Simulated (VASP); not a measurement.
# AlRu (zincblende type) (F-43m) in VASP: further runs

Runs on AlRu (zincblende type). Level: PBE. Tasks: single point, relaxation of cell and atoms.

All numbers are computed with VASP 6.6.1; they aren't measurements. Logs are shortened: lines on timing, memory, paths and dates and some standing lists are left out, and cuts for length are marked.

### Step 1. The cell of the first run

The structure is cubic, space group F-43m (No. 216). The conventional cell has a = 4.439 Å, b = 4.439 Å, c = 4.439 Å, α = 90.00°, β = 90.00°, γ = 90.00°. Ru (site symmetry -43m) has 4 Al at 1.92 Å within 2.5 Å. Al (site symmetry -43m) has 4 Ru at 1.92 Å within 2.5 Å.

### Step 2. Single point, PBE

Contents of INCAR:

```
PREC = Accurate
ENCUT = 520
EDIFF = 1E-7
ISMEAR = -1
SIGMA = 0.1
LREAL = False
LASPH = True
NELM = 100
ALGO = Normal
ISIF = 2
LWAVE = False
LCHARG = False
GGA = PE
NBANDS = 16
```

Contents of KPOINTS:

```
Automatic mesh
0
Gamma
  13 13 13
```

Contents of POSCAR:

```
AlRu
1.0
    0.0000000000      2.2194239049      2.2194239049
    2.2194239049      0.0000000000      2.2194239049
    2.2194239049      2.2194239049      0.0000000000
Ru Al
1 1
Direct
    0.0000000000      0.0000000000      0.0000000000
    0.2500000000      0.2500000000      0.2500000000
```

Potentials or basis: VASP PAW PBE potentials, release 64 (Ru_pv, Al).

Command:

```bash
$ cat potpaw_PBE.64/Ru_pv/POTCAR potpaw_PBE.64/Al/POTCAR > POTCAR
$ mpirun -np 1 vasp_std > vasp.out
```

OUTCAR:

```text
PREC = Accurate
   ENCUT = 520
   EDIFF = 1E-7
   ISMEAR = -1
   LREAL = False
   LASPH = True
   NELM = 100
   ISIF = 2
   GGA = PE

 ion  position               nearest neighbor table
   1  0.000  0.000  0.000-   2 1.92   2 1.92   2 1.92   2 1.92
   2  0.250  0.250  0.250-   1 1.92   1 1.92   1 1.92   1 1.92

  LATTYP: Found a face centered cubic cell.
 ALAT       =     4.4388478098

  Lattice vectors:

 A1 = (   0.0000000000,   2.2194239049,   2.2194239049)
 A2 = (   2.2194239049,   0.0000000000,   2.2194239049)
 A3 = (   2.2194239049,   2.2194239049,   0.0000000000)

Analysis of symmetry for initial positions (statically):
=====================================================================
 Subroutine PRICEL returns:
 Original cell was already a primitive cell.

 Routine SETGRP: Setting up the symmetry group for a
 face centered cubic supercell.

 Subroutine GETGRP returns: Found 24 space group operations
 (whereof 24 operations were pure point group operations)
 out of a pool of 48 trial point group operations.

The static configuration has the point symmetry T_d .

Analysis of symmetry for dynamics (positions and initial velocities):
=====================================================================
 Subroutine PRICEL returns:
 Original cell was already a primitive cell.

 Routine SETGRP: Setting up the symmetry group for a
 face centered cubic supercell.

 Subroutine GETGRP returns: Found 24 space group operations
 (whereof 24 operations were pure point group operations)
 out of a pool of 48 trial point group operations.

The dynamic configuration has the point symmetry T_d .

 Subroutine INISYM returns: Found 24 space group operations
 (whereof 24 operations are pure point group operations),
 and found     1 'primitive' translations

----------------------------------------------------------------------------------------

                                     Primitive cell

  volume of cell :      21.8651

  direct lattice vectors                    reciprocal lattice vectors
     0.000000000  2.219423905  2.219423905    -0.225283687  0.225283687  0.225283687
     2.219423905  0.000000000  2.219423905     0.225283687 -0.225283687  0.225283687
     2.219423905  2.219423905  0.000000000     0.225283687  0.225283687 -0.225283687

  length of vectors
[... 74 lines left out ...]
   ISTART =      0    job   : 0-new  1-cont  2-samecut
   ICHARG =      2    charge: 1-file 2-atom 10-const
   ISPIN  =      1    spin polarized calculation?
   LNONCOLLINEAR =      F non collinear calculations
   LSORBIT =      F    spin-orbit coupling
   LASPH  =      T    aspherical Exc in radial PAW
   ENCUT  =  520.0 eV  38.22 Ry    6.18 a.u.   5.84  5.84  5.84*2*pi/ulx,y,z
   NELM   =    100;   NELMIN=  2; NELMDL= -5     # of ELM steps
   EDIFF  = 0.1E-06   stopping-criterion for ELM
   LREAL  =      F    real-space projection
   EDIFFG = 0.1E-05   stopping-criterion for IOM
   NSW    =      0    number of steps for IOM
   IBRION =     -1    ionic relax: 0-MD 1-quasi-New 2-CG
   NFREE  =      0    steps in history (QN), initial steepest desc. (CG)
   ISIF   =      2    stress and relaxation
   ISYM   =      2    0-nonsym 1-usesym 2-fastsym
   POTIM  = 0.5000    time-step for ionic-motion
   TEBEG  =    0.0;   TEEND  =   0.0 temperature during run
   PSTRESS=    0.0 pullay stress
   NELECT =      17.0000    total number of electrons
   NUPDOWN=      -1.0000    fix difference up-down
   EMIN   =  10.00;   EMAX   =-10.00  energy-range for DOS
   EFERMI =   0.00;   METHOD = LEGACY
   ISMEAR =    -1;   SIGMA  =   0.10  broadening in eV -4-tet -1-fermi 0-gaus
   EFERMI_NEDOS =   21; number of points for ismear=-14 and -15
   IALGO  =     38    algorithm
   IMIX   =      4    mixing-type and parameters
     AMIX     =   0.40;   BMIX     =  1.00
     AMIX_MAG =   1.60;   BMIX_MAG =  1.00
  volume/ion in A,a.u.               =      10.93        73.78
  Fermi-wavevector in a.u.,A,eV,Ry     =   1.505362  2.844721 30.832353  2.266114
  Thomas-Fermi vector in A             =   2.616220
   LORBIT       =      0    0 simple, 1 ext, 2 COOP (PROOUT), +10 PAW based schemes
   GGA     = PE    functional components
[... 5 lines left out ...]
 non-spin polarized calculation
  energy-cutoff  :      520.00
  volume of cell :       21.87
 maximum number of plane-waves:       609
   NGX = 11   NGY = 11   NGZ = 11

 number of electron      16.9999995 magnetization

 Free energy of the ion-electron system (eV)
  ---------------------------------------------------
  ext. energy  EPLUGINS =         0.00000000
  ---------------------------------------------------
  free energy    TOTEN  =        -3.91408052 eV

  energy without entropy =       -3.89360682  energy(sigma->0) =       -3.90384367

 E-fermi :  13.3078     XC(G=0): -13.3065

 val. band max:       13.2313697879   @ k =  -0.2308   0.2308   0.0000
 cond. band min:      13.3786842693   @ k =  -0.4615   0.1538   0.0769
 fundamental gap:      0.1473144814
 Fermi energy:        13.3077912242

 k-point     1 :       0.0000    0.0000    0.0000
  band No.  band energies     occupation
      1     -28.3598      2.00000
      2     -28.3598      2.00000
      3     -28.3598      2.00000
      4       3.6156      2.00000
      5       9.6003      2.00000
      6       9.6003      2.00000
[... 433 lines left out ...]
      3     -28.3994      2.00000
      4       7.1464      2.00000
      5       8.8422      2.00000
      6       9.5565      2.00000
[... 8 lines left out ...]
     15      29.2672      0.00000
     16      29.6793      0.00000

 [... further k-points ...]

------------------------ aborting loop because EDIFF is reached ----------------------------------------

  FORCE on cell =-STRESS in cart. coord.  units (eV):
  Direction    XX          YY          ZZ          XY          YZ          ZX
  --------------------------------------------------------------------------------------
  -------------------------------------------------------------------------------------
  Total       26.2136826     26.2136826     26.2136826      0.0000000      0.0000000      0.0000000
  in kB     1920.8252035   1920.8252035   1920.8252035      0.0000000      0.0000000      0.0000000
  external PRESSURE =    1920.8252035 kB  Pullay stress =       0.0000000 kB

 VOLUME and BASIS-vectors are now :
 -----------------------------------------------------------------------------
  energy-cutoff  :      520.00
  volume of cell :       21.87
      direct lattice vectors                 reciprocal lattice vectors
     0.000000000  2.219423905  2.219423905    -0.225283687  0.225283687  0.225283687
     2.219423905  0.000000000  2.219423905     0.225283687 -0.225283687  0.225283687
     2.219423905  2.219423905  0.000000000     0.225283687  0.225283687 -0.225283687

 POSITION                                       TOTAL-FORCE (eV/Angst)
 -----------------------------------------------------------------------------------
      0.00000      0.00000      0.00000         0.000000     -0.000000     -0.000000
      1.10971      1.10971      1.10971        -0.000000      0.000000      0.000000
 -----------------------------------------------------------------------------------
    total drift:                               -0.000002     -0.000002     -0.000001

  FREE ENERGIE OF THE ION-ELECTRON SYSTEM (eV)
  ---------------------------------------------------
  free  energy   TOTEN  =        -3.9140805164 eV

  energy  without entropy=       -3.8936068177  energy(sigma->0) =       -3.90384367
```

OSZICAR:

```text
N       E                     dE             d eps       ncg     rms          rms(c)
DAV:   1     0.138622568439E+03    0.13862E+03   -0.91702E+03  2688   0.104E+03
DAV:   2    -0.202133143977E+01   -0.14064E+03   -0.13315E+03  3152   0.312E+02
DAV:   3    -0.401728823221E+01   -0.19960E+01   -0.19921E+01  3392   0.399E+01
DAV:   4    -0.402964351479E+01   -0.12355E-01   -0.12355E-01  3104   0.333E+00
DAV:   5    -0.402981296315E+01   -0.16945E-03   -0.16945E-03  3344   0.387E-01    0.137E+01
DAV:   6    -0.394333410930E+01    0.86479E-01   -0.44913E-02  3048   0.190E+00    0.881E+00
DAV:   7    -0.391523099353E+01    0.28103E-01   -0.60579E-02  2976   0.201E+00    0.409E-01
DAV:   8    -0.391435840311E+01    0.87259E-03   -0.32829E-03  2904   0.419E-01    0.321E-01
DAV:   9    -0.391409828578E+01    0.26012E-03   -0.25008E-04  3216   0.111E-01    0.154E-01
DAV:  10    -0.391408164276E+01    0.16643E-04   -0.25242E-05  3120   0.351E-02    0.425E-02
DAV:  11    -0.391408055081E+01    0.10919E-05   -0.53719E-07  3240   0.598E-03    0.283E-03
DAV:  12    -0.391408044579E+01    0.10502E-06   -0.10438E-08  1688   0.771E-04    0.225E-03
DAV:  13    -0.391408051641E+01   -0.70613E-07   -0.19141E-09  1472   0.390E-04
   1 F= -.39140805E+01 E0= -.39038437E+01  d E =-.204737E-01
```

Run time: 8.9 s. Hardware: 1 thread of Intel Xeon 6975P-C (Granite Rapids), shared host; peak memory 0.15 GiB.

What came out:

* Free energy: -3.9141 eV
* Pressure: 192.1 GPa
* Band gap on the k mesh: zero (an odd number of electrons rules out a gap without spin polarisation)

Caveat: the cell stands under pressure; an empty level that is flat over the whole mesh can mark a ghost state of the potentials, or a narrow d or f band.

### Step 3. Single point, PBE

Contents of INCAR:

```
ALGO     = Normal         # electronic algorithm
EDIFF    = 1E-6           # SCF threshold, eV
ENCUT    = 520            # plane-wave cutoff, eV
GGA      = PE             # functional
ISIF     = 2              # what is computed and relaxed
ISMEAR   = -1             # smearing method
LASPH    = T              # aspherical terms in the spheres
LCHARG   = T              # write CHGCAR
LELF     = T              # ELF
LREAL    = F              # projectors in reciprocal space
LVHAR    = T            
LWAVE    = F              # write WAVECAR
NBANDS   = 16             # bands
NELM     = 80             # most SCF steps
PREC     = Accurate       # precision mode
SIGMA    = 0.1            # smearing width, eV
```

Contents of KPOINTS:

```
k-points
0
Gamma
  13 13 13
```

Contents of POSCAR:

```
AlRu
1.0
    0.0000000000      2.2197139458      2.2197139458
    2.2197139458      0.0000000000      2.2197139458
    2.2197139458      2.2197139458      0.0000000000
Ru Al
1 1
Direct
    0.0000000000      0.0000000000      0.0000000000
    0.2500000000      0.2500000000      0.2500000000
```

Potentials or basis: VASP PAW PBE potentials, release 64 (Ru_pv, Al).

Command:

```bash
$ cat potpaw_PBE.64/Ru_pv/POTCAR potpaw_PBE.64/Al/POTCAR > POTCAR
$ mpirun -np 1 vasp_std > vasp.out
```

It took 8.8 s on 1 thread of Intel Xeon 6975P-C (Granite Rapids), shared host; peak memory 0.15 GiB.

Results (log left out):

```yaml
Free_energy: -3.9244 eV
Pressure: 191.8 GPa
Band_gap_on_the_k_mesh: zero (an odd number of electrons rules out a gap without spin polarisation)
```

Levels at points of the mesh, in eV from the Fermi level:
```
           k point  band 7  band 8  band 9  band 10  band 11  band 12
(0.00, 0.00, 0.00)   -3.71   -1.85   -1.85    10.97    10.97    10.97
```

Caveat: the cell stands under pressure; an empty level that is flat over the whole mesh can mark a ghost state of the potentials, or a narrow d or f band.

### Step 4. Relaxation of cell and atoms, PBE, target pressure 190 GPa, at which the enthalpy is minimised

This run uses another cell than the first one, of 10.30 Å³/atom.

Contents of INCAR:

```
ALGO     = Normal         # electronic algorithm
EDIFF    = 1E-6           # SCF threshold, eV
EDIFFG   = -0.005         # ionic threshold
ENCUT    = 600            # plane-wave cutoff, eV
GGA      = PE             # functional
IBRION   = 2              # ionic algorithm
ISIF     = 3              # what is computed and relaxed
ISMEAR   = -1             # smearing method
LASPH    = True           # aspherical terms in the spheres
LCHARG   = False          # write CHGCAR
LREAL    = False          # projectors in reciprocal space
LWAVE    = False          # write WAVECAR
NELM     = 60             # most SCF steps
NSW      = 60             # ionic steps
PREC     = Accurate       # precision mode
PSTRESS  = 1900.0       
SIGMA    = 0.1            # smearing width, eV
```

KPOINTS is that of step 3.

Contents of POSCAR:

```
AlRu
1.0
    0.0000000000      2.1758817199      2.1758817199
    2.1758817199      0.0000000000      2.1758817199
    2.1758817199      2.1758817199      0.0000000000
Ru Al
1 1
Direct
    0.0000000000      0.0000000000      0.0000000000
    0.2500000000      0.2500000000      0.2500000000
```

Command:

```bash
$ cat potpaw_PBE.64/Ru_pv/POTCAR potpaw_PBE.64/Al/POTCAR > POTCAR
$ mpirun -np 1 vasp_std > vasp.out
```

Run time: 72 s. Hardware: 1 thread of Intel Xeon 6975P-C (Granite Rapids), shared host; peak memory 0.18 GiB.

It converged, with:

| Property | Result |
| --- | --- |
| Free energy | -3.9936 eV |
| Relaxed volume | 10.97 Å³/atom |
| Relaxed cell | a = 3.142 Å, b = 3.142 Å, c = 3.142 Å, α = 60.00°, β = 60.00°, γ = 60.00° |
| Space group after relaxing (to 0.1 Å) | F-43m (No. 216) |
| Energy change on relaxing (the run minimises the enthalpy) | -880.2 meV/atom |
| Ionic steps | 17 |
| Pressure after relaxing | 189.9 GPa |
| Band gap on the k mesh | zero (an odd number of electrons rules out a gap without spin polarisation) |

Step by step:
| step | energy change (eV) | largest force (eV/Å) | pressure (GPa) | volume (Å³) |
| --- | --- | --- | --- | --- |
| 1 | 0.0000 | 0.0000 | 236.39 | 20.60 |
| 2 | -7.3879 | 0.0000 | 45.13 | 30.84 |
| 3 | -2.0713 | 0.0000 | 181.89 | 22.20 |
| 4 | -1.7716 | 0.0000 | 189.72 | 21.94 |
| 5 | -1.7392 | 0.0000 | 190.52 | 21.91 |
| 6 | -1.7405 | 0.0000 | 190.49 | 21.92 |
| 7 | -1.7445 | 0.0000 | 190.40 | 21.92 |
| 8 | -1.7445 | 0.0000 | 190.39 | 21.92 |
| 9 | -1.7446 | 0.0000 | 190.38 | 21.92 |
| 10 | -1.7448 | 0.0000 | 190.38 | 21.92 |
| 11 | -1.7452 | 0.0000 | 190.37 | 21.92 |
| 12 | -1.7460 | 0.0000 | 190.35 | 21.92 |
| 13 | -1.7475 | 0.0000 | 190.31 | 21.92 |
| 14 | -1.7506 | 0.0000 | 190.24 | 21.92 |
| 15 | -1.7568 | 0.0000 | 190.09 | 21.93 |
| 16 | -1.7691 | 0.0000 | 189.79 | 21.94 |
| 17 | -1.7605 | 0.0000 | 189.94 | 21.93 |

Final structure:
```
Ru Al
1.0
     0.00000    2.22170    2.22170
     2.22170    0.00000    2.22170
     2.22170    2.22170    0.00000
Ru Al
1 1
Direct
  0.00000 0.00000 0.00000
  0.25000 0.25000 0.25000
```

Levels at points of the mesh, in eV from the Fermi level:
| k point | band 7 | band 8 | band 9 | band 10 | band 11 | band 12 |
| --- | --- | --- | --- | --- | --- | --- |
| (0.00, 0.00, 0.00) | -3.69 | -1.84 | -1.84 | 10.96 | 10.96 | 10.96 |

Caveat: the cell is relaxed towards a set pressure, so the run minimises the enthalpy, not the energy.

### Step 5. Relaxation of cell and atoms, PBE, target pressure 190 GPa, at which the enthalpy is minimised

Contents of INCAR:

```
SYSTEM = AlRu
PREC = Accurate ; ENCUT = 600
EDIFF = 1E-6 ; ISMEAR = -1
SIGMA = 0.1 ; LREAL = .False.
LASPH = .True. ; NELM = 80
ALGO = Normal ; ISIF = 3
LWAVE = .False. ; LCHARG = .False.
GGA = PE ; IBRION = 2
NSW = 32 ; EDIFFG = -0.005
PSTRESS = 1900.0
```

Contents of KPOINTS:

```
Automatic mesh
0
Gamma
  13 13 13
  0 0 0
```

Contents of POSCAR:

```
AlRu
1.0
    0.0000000000      2.2194239049      2.2194239049
    2.2194239049      0.0000000000      2.2194239049
    2.2194239049      2.2194239049      0.0000000000
Ru Al
1 1
Direct
    0.0000000000      0.0000000000      0.0000000000
    0.2500000000      0.2500000000      0.2500000000
```

Command:

```bash
$ cat potpaw_PBE.64/Ru_pv/POTCAR potpaw_PBE.64/Al/POTCAR > POTCAR
$ mpirun -np 1 vasp_std > vasp.out
```

It took 23 s on 1 thread of Intel Xeon 6975P-C (Granite Rapids), shared host; peak memory 0.18 GiB.

Results (log left out):

```
Free energy                                                : -3.9949 eV
Relaxed volume                                             : 10.97 Å³/atom
Relaxed cell                                               : a = 3.142 Å, b = 3.142 Å, c = 3.142 Å, α = 60.00°, β = 60.00°, γ = 60.00°
Space group after relaxing (to 0.1 Å)                      : F-43m (No. 216)
Energy change on relaxing (the run minimises the enthalpy) : -40.2 meV/atom
Ionic steps                                                : 3
Pressure after relaxing                                    : 190.0 GPa
Band gap on the k mesh                                     : zero (an odd number of electrons rules out a gap without spin polarisation)
```

Step by step:
```csv
step,energy change (eV),largest force (eV/Å),pressure (GPa),volume (Å³)
1,0.0000,0.0000,192.07,21.87
2,-0.5213,0.0000,178.44,22.32
3,-0.0804,0.0000,190.03,21.93
```

Final structure:
```
Ru Al
1.0
     0.00000    2.22170    2.22170
     2.22170    0.00000    2.22170
     2.22170    2.22170    0.00000
Ru Al
1 1
Cartesian
  0.0000 0.0000 0.0000
  1.1109 1.1109 1.1109
```

Levels at points of the mesh, in eV from the Fermi level:
| k point | band 5 | band 6 | band 7 | band 8 | band 9 | band 10 | band 11 | band 12 |
| --- | --- | --- | --- | --- | --- | --- | --- | --- |
| (0.00, 0.00, 0.00) | -3.69 | -3.69 | -3.69 | -1.84 | -1.84 | 10.96 | 10.96 | 10.96 |

Caveat: the cell is relaxed towards a set pressure, so the run minimises the enthalpy, not the energy.

### Step 6. Overview

```csv
task,cell,cutoff (eV),gap on the mesh (eV),pressure (GPa)
single point,"a = 3.139 Å, angles 60.0°, 2 atoms",520,none,191.8
relaxation of cell and atoms,"relaxed to 190 GPa from a = 3.077 Å, angles 60.0°, 2 atoms",600,none,189.9
relaxation of cell and atoms,"relaxed to 190 GPa from a = 3.139 Å, angles 60.0°, 2 atoms",600,none,190.0
```

Alike in all rows: level PBE; potentials or basis VASP PAW PBE potentials, release 64 (Ru_pv, Al); no spin polarisation; k mesh 13 × 13 × 13; smearing fermi-dirac 0.1 eV.

Caveats: the cell is relaxed towards a set pressure, so the run minimises the enthalpy, not the energy (at least some runs); the cell stands under pressure (at least some runs); an empty level that is flat over the whole mesh can mark a ghost state of the potentials, or a narrow d or f band (at least some runs).

Absolute energies hang on the potentials; compare differences alone.
